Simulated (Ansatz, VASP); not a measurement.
# Two plane-wave programs on AlNi3

```
Al Ni
1.0
     3.56668    0.00000    0.00000
     0.00000    3.56668    0.00000
     0.00000    0.00000    3.56668
Al Ni
1 3
Direct
  0.00000 0.00000 0.00000
  0.00000 0.50000 0.50000
  0.50000 0.00000 0.50000
  0.50000 0.50000 0.00000
```

Alike in both runs: task single point; functional PBE; k mesh 14 × 14 × 14; occupations gaussian, width 0.1 eV; collinear spin.

|  | VASP | Ansatz |
| --- | --- | --- |
| version | VASP 6.6.1 | Ansatz 0.2.0 |
| potentials or method | VASP PAW PBE potentials, release 64 (Al, Ni), cutoff 520 eV | scalar-relativistic, plane waves, PAW |
| valence electrons in the cell | 33 | 57 |

Ansatz gave:

- gap on the k mesh at the Fermi level (eV): none
- pressure (GPa): 0.0
- net moment per atom (μB): 0.18
- size of the moment on the site where the two differ most (μB): 0.28

Question: Which values does VASP return?

Answer: gap on the k mesh at the Fermi level (eV): none; pressure (GPa): 0.1; net moment per atom (μB): 0.18; size of the moment on the site where the two differ most (μB): 0.25.

Site moments also hang on the region over which each program counts them. A gap of «none» marks a metal or a gap that the smearing closes. VASP's potentials hold 33 valence electrons a cell and Ansatz's 57, so a difference there can come from the potentials and not from the codes.
